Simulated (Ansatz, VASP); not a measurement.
## One calculation of Sn, two programs

Contents of INCAR:

```
  ALGO = Normal
  EDIFF = 1E-7
  ENCUT = 520
  GGA = PE
  ISIF = 2
  ISMEAR = 0
  LASPH = T
  LCHARG = F
  LREAL = F
  LWAVE = F
  NBANDS = 21
  NELM = 80
  PREC = Accurate
  SIGMA = 0.2
```

Contents of KPOINTS:

```
k-points
0
Gamma
  9 9 9
```

Contents of POSCAR:

```
Sn
1.0
    0.0000000000      3.2333430000      3.2333430000
    3.2333430000      0.0000000000      3.2333430000
    3.2333430000      3.2333430000      0.0000000000
Sn
2
Direct
    0.0000000000      0.0000000000      0.0000000000
    0.2500000000      0.2500000000      0.2500000000
```

Input for Ansatz:

```yaml
crystal:
  lattice:
    - [0.0, 3.233343, 3.233343]
    - [3.233343, 0.0, 3.233343]
    - [3.233343, 3.233343, 0.0]
  atoms:
    - { symbol: Sn, position: [0.0, 0.0, 0.0] }
    - { symbol: Sn, position: [0.25, 0.25, 0.25] }
basis:
  ecutwfc: 571.4391111657479
kpoints:
  mp_grid:
    grid: [9, 9, 9]
hamiltonian:
  xc: pbe
scf:
  occupations:
    method: gaussian
    width: 0.2
output:
  stress: true
```

Alike in both runs: task single point; functional PBE; k mesh 9 × 9 × 9; occupations gaussian, width 0.2 eV; no spin polarisation.

|  | VASP | Ansatz |
| --- | --- | --- |
| version | VASP 6.6.1 | Ansatz 0.2.0 |
| potentials or method | VASP PAW PBE potentials, release 64 (Sn_d), cutoff 520 eV | plane waves, PAW |
| valence electrons in the cell | 28 | 28 |

```csv
,VASP,Ansatz,Ansatz less VASP
pressure (GPa),3.8,3.8,+0.05
```

With one functional, cell and mesh, what is left measures potentials, basis and numerics.
